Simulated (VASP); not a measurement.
Crystal: ZnS.

```
CELL_PARAMETERS angstrom
3.81100 0.00000 0.00000
-1.90550 3.30042 0.00000
0.00000 0.00000 6.23400
ATOMIC_POSITIONS crystal
Zn 0.33333 0.66667 0.00000
Zn 0.66667 0.33333 0.50000
S 0.33333 0.66667 0.38500
S 0.66667 0.33333 0.88500
```

| Item | Value |
| --- | --- |
| Program | VASP 6.6.1 |
| Task | relaxation of cell and atoms |
| Functional | r2SCAN |
| Potentials or basis | VASP PAW PBE potentials, release 64 (Zn, S) |
| Cutoff | 600 eV |
| k mesh | 9 × 9 × 4 |
| Occupations | gaussian, width 0.02 eV |
| Spin | no spin polarisation |

At the start: pressure 0.1 GPa; volume 19.60 Å³/atom.

**Question.** Where does the relaxation end?

**Answer.** Over 10 steps the energy falls by 5.5 meV/atom; space group P6_3mc (No. 186, to 0.1 Å) before and after.

The path:
| step | energy change (eV) | largest force (eV/Å) | pressure (GPa) | volume (Å³) |
| --- | --- | --- | --- | --- |
| 1 | 0.0000 | 0.3177 | 0.13 | 78.41 |
| 2 | -0.0156 | 0.1171 | -0.17 | 78.59 |
| 3 | -0.0160 | 0.0743 | -0.21 | 78.63 |
| 4 | -0.0197 | 0.0350 | 0.06 | 78.35 |
| 5 | -0.0210 | 0.0059 | 0.24 | 78.15 |
| 6 | -0.0205 | 0.0549 | 0.61 | 77.76 |
| 7 | -0.0213 | 0.0146 | 0.37 | 78.02 |
| 8 | -0.0215 | 0.0026 | -0.20 | 78.56 |
| 9 | -0.0219 | 0.0048 | 0.07 | 78.31 |
| 10 | -0.0219 | 0.0029 | -0.01 | 78.37 |

Final structure:
```
CELL_PARAMETERS angstrom
3.80675 0.00000 0.00000
-1.90337 3.29674 0.00000
0.00000 0.00000 6.24504
ATOMIC_POSITIONS crystal
Zn 0.33333 0.66667 0.00536
Zn 0.66667 0.33333 0.50536
S 0.33333 0.66667 0.37964
S 0.66667 0.33333 0.87964
```

Caveat: the PAW data sets were made with another functional, which shifts forces and pressure a little.
